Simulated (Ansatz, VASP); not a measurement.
Cs2B: VASP beside Ansatz

```
Cs B
1.0
     4.69514    0.00000    0.00000
    -2.34757    4.06611    0.00000
     0.00000    0.00000   18.25290
Cs B
4 2
Cartesian
  0.0000 2.7107 11.6204
  2.3476 1.3554 2.4939
  0.0000 2.7107 15.7590
  2.3476 1.3554 6.6325
  0.0000 2.7107 4.5632
  2.3476 1.3554 13.6897
```

Alike in both runs: functional PBE; k mesh 12 × 12 × 2; occupations gaussian, width 0.1 eV; no spin polarisation.

Ansatz relaxed the structure, and its values are those at the end. VASP's run is a single point on that final structure, the one shown.

|  | VASP | Ansatz |
| --- | --- | --- |
| version | VASP 6.6.1 | Ansatz 0.2.0 |
| potentials or method | VASP PAW PBE potentials, release 64 (Cs_sv, B), cutoff 520 eV | scalar-relativistic, plane waves, PAW |
| valence electrons in the cell | 42 | 42 |

```csv
,VASP,Ansatz,Ansatz less VASP
gap on the k mesh at the Fermi level (eV),none,none,-
pressure (GPa),0.0,0.0,-0.02
rms of the force components (eV/Å),0.006,0.002,-0.0041
```

A gap of «none» marks a metal or a gap that the smearing closes.

Spin-orbit coupling is off throughout.
